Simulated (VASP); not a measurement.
A run of VASP 6.6.1 is set up as follows.

Contents of INCAR:

```
SYSTEM = HfO2
PREC     = Accurate       ! precision mode
ENCUT    = 520            ! plane-wave cutoff, eV
EDIFF    = 1E-6           ! SCF threshold, eV
ISMEAR   = 0              ! smearing method
SIGMA    = 0.02           ! smearing width, eV
LREAL    = .FALSE.        ! projectors in reciprocal space
LASPH    = .TRUE.         ! aspherical terms in the spheres
NELM     = 60             ! most SCF steps
ALGO     = Normal         ! electronic algorithm
ISIF     = 2              ! what is computed and relaxed
LWAVE    = .FALSE.        ! write WAVECAR
LCHARG   = .FALSE.        ! write CHGCAR
GGA      = PE             ! functional
IVDW     = 12             ! dispersion correction
NBANDS   = 31             ! bands
```

The input KPOINTS:

```
Automatic mesh
0
G
  6 6 6
  0 0 0
```

Contents of POSCAR:

```
HfO2
1.0
    3.5873650470      0.0000000000      0.0000000000
    0.0000000000      3.5873650470      0.0000000000
    0.0000000000      0.0000000000      5.2122022756
Hf O
2 4
Direct
    0.5000000000      0.5000000000      0.5000000000
    0.0000000000      0.0000000000      0.0000000000
    0.0000000000      0.5000000000      0.6974365954
    0.5000000000      0.0000000000      0.8025634046
    0.5000000000      0.0000000000      0.3025634046
    0.0000000000      0.5000000000      0.1974365954
```

Potentials or basis: VASP PAW PBE potentials, release 64 (Hf_pv, O).

Run with:

```bash
$ cat potpaw_PBE.64/Hf_pv/POTCAR potpaw_PBE.64/O/POTCAR > POTCAR
$ mpirun -np 1 vasp_std > vasp.out
```

Q: Estimate the dispersion energy per atom.

A: -0.233 eV.

Q: What does it give for the band gap on the k mesh?

A: 4.65 eV, indirect (least direct gap 4.73 eV).

Q: What does it give for the pressure?

A: -3.3 GPa.

Forces on the atoms (eV/Å):
```
Hf   0.000  0.000  0.000
Hf   0.000  0.000  0.000
O    0.000  0.000 -0.044
O    0.000  0.000  0.044
O    0.000  0.000  0.044
O    0.000  0.000 -0.044
```

Caveat: spin-orbit coupling is left out, which moves the levels of the heavy elements. PBE gaps usually lie below the measured ones, often by a third to a half.
